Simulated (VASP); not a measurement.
# Be (P6_3/mmc) in VASP: single point with PBE+D3(BJ)

Aim: the single point of Be with PBE+D3(BJ).

All numbers are computed with VASP 6.6.1; they aren't measurements. Logs are shortened: lines on timing, memory, paths and dates and some standing lists are left out, and cuts for length are marked.

**1. The cell of the first run**

Symmetry: P6_3/mmc, No. 194, hexagonal system. Conventional cell: a = 2.214 Å, b = 2.214 Å, c = 3.500 Å, α = 90.00°, β = 90.00°, γ = 120.00°. Be (site symmetry -6m2) has 12 Be at 2.17 to 2.21 Å within 2.9 Å.

**2. Single point, PBE+D3(BJ)**

Contents of INCAR:

```
SYSTEM = Be
ALGO     = Normal         ! electronic algorithm
EDIFF    = 1E-6           ! SCF threshold, eV
ENCUT    = 520            ! plane-wave cutoff, eV
GGA      = PE             ! functional
ISIF     = 2              ! what is computed and relaxed
ISMEAR   = 0              ! smearing method
IVDW     = 12             ! dispersion correction
LASPH    = .True.         ! aspherical terms in the spheres
LCHARG   = .False.        ! write CHGCAR
LREAL    = .False.        ! projectors in reciprocal space
LWAVE    = .False.        ! write WAVECAR
NBANDS   = 9              ! bands
NELM     = 80             ! most SCF steps
PREC     = Accurate       ! precision mode
SIGMA    = 0.15           ! smearing width, eV
```

Contents of KPOINTS:

```
k-points
0
Gamma
  24 24 12
  0 0 0
```

Contents of POSCAR:

```
Be
1.0
    2.2141966284      0.0000000000      0.0000000000
   -1.1070983142      1.9175505292      0.0000000000
    0.0000000000      0.0000000000      3.5001053904
Be
2
Direct
    0.3333333333      0.6666666667      0.2500000000
    0.6666666667      0.3333333333      0.7500000000
```

Potentials or basis: VASP PAW PBE potentials, release 64 (Be).

Command:

```
$ cat potpaw_PBE.64/Be/POTCAR > POTCAR
$ mpirun -np 1 vasp_std > vasp.out
```

OUTCAR:

```text
SYSTEM = Be
   EDIFF = 1E-6
   ENCUT = 520
   GGA = PE
   ISIF = 2
   ISMEAR = 0
   IVDW = 12
   LASPH = .True.
   LREAL = .False.
   NELM = 80
   PREC = Accurate
 IVDW          = 12

 ion  position               nearest neighbor table
   1  0.333  0.667  0.250-   2 2.17   2 2.17   2 2.17   2 2.17   2 2.17   2 2.17
   2  0.667  0.333  0.750-   1 2.17   1 2.17   1 2.17   1 2.17   1 2.17   1 2.17

  LATTYP: Found a hexagonal cell.
 ALAT       =     2.2141966284
 C/A-ratio  =     1.5807563545

  Lattice vectors:

 A1 = (   2.2141966284,   0.0000000000,   0.0000000000)
 A2 = (  -1.1070983142,   1.9175505292,   0.0000000000)
 A3 = (   0.0000000000,   0.0000000000,   3.5001053904)

Analysis of symmetry for initial positions (statically):
=====================================================================
 Subroutine PRICEL returns:
 Original cell was already a primitive cell.

 Routine SETGRP: Setting up the symmetry group for a
 hexagonal supercell.

 Subroutine GETGRP returns: Found 24 space group operations
 (whereof 12 operations were pure point group operations)
 out of a pool of 24 trial point group operations.

The static configuration has the point symmetry D_3d.
 The point group associated with its full space group is D_6h.

Analysis of symmetry for dynamics (positions and initial velocities):
=====================================================================
 Subroutine PRICEL returns:
 Original cell was already a primitive cell.

 Routine SETGRP: Setting up the symmetry group for a
 hexagonal supercell.

 Subroutine GETGRP returns: Found 24 space group operations
 (whereof 12 operations were pure point group operations)
 out of a pool of 24 trial point group operations.

The dynamic configuration has the point symmetry D_3d.
 The point group associated with its full space group is D_6h.

 Subroutine INISYM returns: Found 24 space group operations
 (whereof 12 operations are pure point group operations),
 and found     1 'primitive' translations

----------------------------------------------------------------------------------------

                                     Primitive cell

  volume of cell :      14.8609

  direct lattice vectors                    reciprocal lattice vectors
     2.214196628  0.000000000  0.000000000     0.451631073  0.260749322  0.000000000
    -1.107098314  1.917550529  0.000000000     0.000000000  0.521498644  0.000000000
     0.000000000  0.000000000  3.500105390     0.000000000  0.000000000  0.285705683

  length of vectors
     2.214196628  2.214196628  3.500105390     0.521498644  0.521498644  0.285705683
[... 88 lines left out ...]
   ISYM   =      2    0-nonsym 1-usesym 2-fastsym
   POTIM  = 0.5000    time-step for ionic-motion
   TEBEG  =    0.0;   TEEND  =   0.0 temperature during run
   PSTRESS=    0.0 pullay stress
   NELECT =       4.0000    total number of electrons
   NUPDOWN=      -1.0000    fix difference up-down
   EMIN   =  10.00;   EMAX   =-10.00  energy-range for DOS
   EFERMI =   0.00;   METHOD = LEGACY
   ISMEAR =     0;   SIGMA  =   0.15  broadening in eV -4-tet -1-fermi 0-gaus
   EFERMI_NEDOS =   21; number of points for ismear=-14 and -15
   IALGO  =     38    algorithm
   IMIX   =      4    mixing-type and parameters
     AMIX     =   0.40;   BMIX     =  1.00
     AMIX_MAG =   1.60;   BMIX_MAG =  1.00
  volume/ion in A,a.u.               =       7.43        50.14
  Fermi-wavevector in a.u.,A,eV,Ry     =   1.057012  1.997464 15.201455  1.117275
  Thomas-Fermi vector in A             =   2.192270
   LORBIT       =      0    0 simple, 1 ext, 2 COOP (PROOUT), +10 PAW based schemes
   GGA     = PE    functional components
   LHFCALC =     F    Hartree Fock is set to
   AEXX    =    0.0000 exact exchange contribution
   IVDW    =    12    specifies the selected vdW correction
   LEPSILON=     F    determine dielectric tensor
   LRPA    =     F    only Hartree local field effects (RPA)
 non-spin polarized calculation
 Gauss-broadening in eV      SIGMA  =   0.15
  energy-cutoff  :      520.00
  volume of cell :       14.86
 maximum number of plane-waves:       418
   NGX =  9   NGY =  9   NGZ = 13

 number of electron       4.0000000 magnetization

 Free energy of the ion-electron system (eV)
  ---------------------------------------------------
  ext. energy  EPLUGINS =         0.00000000
  ---------------------------------------------------
  free energy    TOTEN  =        -7.50772439 eV

  energy without entropy =       -7.50549797  energy(sigma->0) =       -7.50661118

 E-fermi :   7.5309     XC(G=0): -10.8115

 val. band max:        7.5297141937   @ k =   0.2917   0.2917   0.0833
 cond. band min:       7.5790020674   @ k =   0.2917   0.2500   0.0000
 fundamental gap:      0.0492878737
 Fermi energy:         7.5309172453

 k-point     1 :       0.0000    0.0000    0.0000
  band No.  band energies     occupation
      1      -4.1502      2.00000
      2       2.8386      2.00000
      3       8.8062      0.00000
      4      24.4217      0.00000
      5      24.4217      0.00000
      6      27.3735      0.00000
      7      27.3735      0.00000
      8      29.4552      0.00000
      9      35.7561      0.00000
[... 265 lines left out ...]
 k-point    24 :       0.4583    0.0417    0.0000
  band No.  band energies     occupation
      1       2.2108      2.00000
      2       4.5739      2.00000
      3      11.1824      0.00000
      4      14.5130      0.00000
      5      14.6236      0.00000
      6      16.3692      0.00000
      7      19.1977      0.00000
      8      25.2677      0.00000
      9      28.6785      0.00000

 [... further k-points ...]

------------------------ aborting loop because EDIFF is reached ----------------------------------------

 Edisp (eV)   -0.75738

 E8    (eV) :    -0.2626

  FORCE on cell =-STRESS in cart. coord.  units (eV):
  Direction    XX          YY          ZZ          XY          YZ          ZX
  --------------------------------------------------------------------------------------
  -------------------------------------------------------------------------------------
  Total       0.04542     0.04542    -0.03067    -0.00000     0.00000     0.00000
  in kB       4.89653     4.89653    -3.30605    -0.00000     0.00000     0.00000
  external pressure =        2.16 kB  Pullay stress =        0.00 kB

 VOLUME and BASIS-vectors are now :
 -----------------------------------------------------------------------------
  energy-cutoff  :      520.00
  volume of cell :       14.86
      direct lattice vectors                 reciprocal lattice vectors
     2.214196628  0.000000000  0.000000000     0.451631073  0.260749322  0.000000000
    -1.107098314  1.917550529  0.000000000     0.000000000  0.521498644  0.000000000
     0.000000000  0.000000000  3.500105390     0.000000000  0.000000000  0.285705683

 POSITION                                       TOTAL-FORCE (eV/Angst)
 -----------------------------------------------------------------------------------
     -0.00000      1.27837      0.87503        -0.000000      0.000000      0.000000
      1.10710      0.63918      2.62508         0.000000     -0.000000      0.000000
 -----------------------------------------------------------------------------------
    total drift:                                0.000000     -0.000000      0.000000

  FREE ENERGIE OF THE ION-ELECTRON SYSTEM (eV)
  ---------------------------------------------------
  free  energy   TOTEN  =        -8.2651076249 eV

  energy  without entropy=       -8.2628812124  energy(sigma->0) =       -8.26399442
```

OSZICAR:

```text
N       E                     dE             d eps       ncg     rms          rms(c)
DAV:   1    -0.244065437538E+01   -0.24407E+01   -0.18245E+03  7774   0.369E+02
DAV:   2    -0.752787626687E+01   -0.50872E+01   -0.49882E+01 11679   0.576E+01
DAV:   3    -0.758377506396E+01   -0.55899E-01   -0.55591E-01  8783   0.394E+00
DAV:   4    -0.758385955491E+01   -0.84491E-04   -0.84485E-04  9399   0.154E-01
DAV:   5    -0.758385959963E+01   -0.44722E-07   -0.45512E-07  8579   0.366E-03    0.129E+00
DAV:   6    -0.752862570358E+01    0.55234E-01   -0.79502E-03  8246   0.928E-01    0.792E-01
DAV:   7    -0.750775070628E+01    0.20875E-01   -0.81909E-03  8294   0.951E-01    0.326E-02
DAV:   8    -0.750772622482E+01    0.24481E-04   -0.16269E-05  8374   0.328E-02    0.112E-02
DAV:   9    -0.750772446618E+01    0.17586E-05   -0.32131E-06  8738   0.151E-02    0.104E-03
DAV:  10    -0.750772438654E+01    0.79638E-07   -0.19344E-09  4726   0.310E-04
   1 F= -.82651076E+01 E0= -.82639944E+01  d E =-.222641E-02
```

stdout:

```text
POSCAR found type information on POSCAR Be
 POSCAR found :  1 types and       2 ions
 scaLAPACK will be used
 LDA part: xc-table for (Slater+PW92), standard interpolation
 POSCAR, INCAR and KPOINTS ok, starting setup
 FFT: planning ... GRIDC
 FFT: planning ... GRID_SOFT
 FFT: planning ... GRID
 WAVECAR not read
 entering main loop
```

It took 21 s on 1 thread of AMD EPYC 7R13 (Zen 3), shared host; peak memory 0.14 GiB.

What came out:

| Quantity | Value |
| --- | --- |
| Free energy | -8.2651 eV |
| Pressure | 0.2 GPa |
| Band gap on the k mesh | zero (bands 2 and 3 overlap by 2.13 eV) |
| Dispersion energy per atom | -0.379 eV |

Levels at points of the mesh, in eV from the Fermi level:
| k point | band 1 | band 2 | band 3 | band 4 | band 5 | band 6 | band 7 |
| --- | --- | --- | --- | --- | --- | --- | --- |
| (0.00, 0.00, 0.00) | -11.68 | -4.69 | 1.28 | 16.89 | 16.89 | 19.84 | 19.84 |
| (0.50, 0.00, 0.00) | -5.22 | -3.16 | 3.79 | 6.72 | 7.15 | 9.94 | 10.62 |
| (0.00, 0.00, 0.50) | -9.48 | -9.48 | 11.13 | 11.13 | 18.61 | 18.61 | 18.61 |
| (0.50, 0.00, 0.50) | -3.79 | -3.79 | 1.80 | 1.80 | 12.65 | 12.65 | 16.12 |
